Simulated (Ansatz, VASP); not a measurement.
## Mg in VASP and in Ansatz

```xyz
1
Lattice="0.0000 2.2601 2.2601 2.2601 0.0000 2.2601 2.2601 2.2601 0.0000" Properties=species:S:1:pos:R:3 pbc="T T T"
Mg    0.0000    0.0000    0.0000
```

Alike in both runs: functional PBE; k mesh 16 × 16 × 16; occupations gaussian, width 0.1 eV; no spin polarisation.

Ansatz relaxed the structure, and its values are those at the end. VASP's run is a single point on that final structure, the one shown.

```csv
,VASP,Ansatz
version,VASP 6.6.1,Ansatz 0.2.0
potentials or method,"VASP PAW PBE potentials, release 64 (Mg), cutoff 520 eV","scalar-relativistic, plane waves, PAW"
valence electrons in the cell,2,10
```

Ansatz gave:

| Quantity | Value |
| --- | --- |
| gap on the k mesh at the Fermi level (eV) | none |
| pressure (GPa) | 0.1 |

Problem. Estimate VASP's values.

Solution. gap on the k mesh at the Fermi level (eV): none; pressure (GPa): -0.1.

A gap of «none» marks a metal or a gap that the smearing closes. With one functional, cell and mesh, what is left measures potentials, basis and numerics. VASP's potentials hold 2 valence electrons a cell and Ansatz's 10, so a difference there can come from the potentials and not from the codes.
